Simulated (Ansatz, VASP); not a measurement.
**Zr: VASP beside Ansatz**

```
Zr
1.0
     3.18343    0.00000    0.00000
     0.00000    5.11763    0.00000
     0.00000    0.00000   26.94671
Zr
10
Direct
  0.00000 0.75000 0.28265
  0.50000 0.25000 0.31439
  0.50000 0.75000 0.37984
  0.00000 0.25000 0.41525
  0.00000 0.75000 0.48292
  0.50000 0.25000 0.51708
  0.50000 0.75000 0.58475
  0.00000 0.25000 0.62016
  0.00000 0.75000 0.68561
  0.50000 0.25000 0.71735
```

Alike in both runs: functional PBEsol; k mesh 11 × 7 × 1; occupations gaussian, width 0.1 eV; no spin polarisation.

Ansatz relaxed the structure, and its values are those at the end. VASP's run is a single point on that final structure, the one shown.

|  | VASP | Ansatz |
| --- | --- | --- |
| version | VASP 6.6.1 | Ansatz 0.2.0 |
| potentials or method | VASP PAW PBE potentials, release 64 (Zr_sv), cutoff 520 eV | scalar-relativistic, plane waves, PAW |
| valence electrons in the cell | 120 | 120 |

```tsv
	VASP	Ansatz	Ansatz less VASP
gap on the k mesh at the Fermi level (eV)	none	none	-
rms of the force components (eV/Å)	0.007	0.007	0.0000
```

VASP's potentials were made for PBE, not for PBEsol. A gap of «none» marks a metal or a gap that the smearing closes. Ansatz's warnings: vacuum density over bound, xc potential rough in thin density.
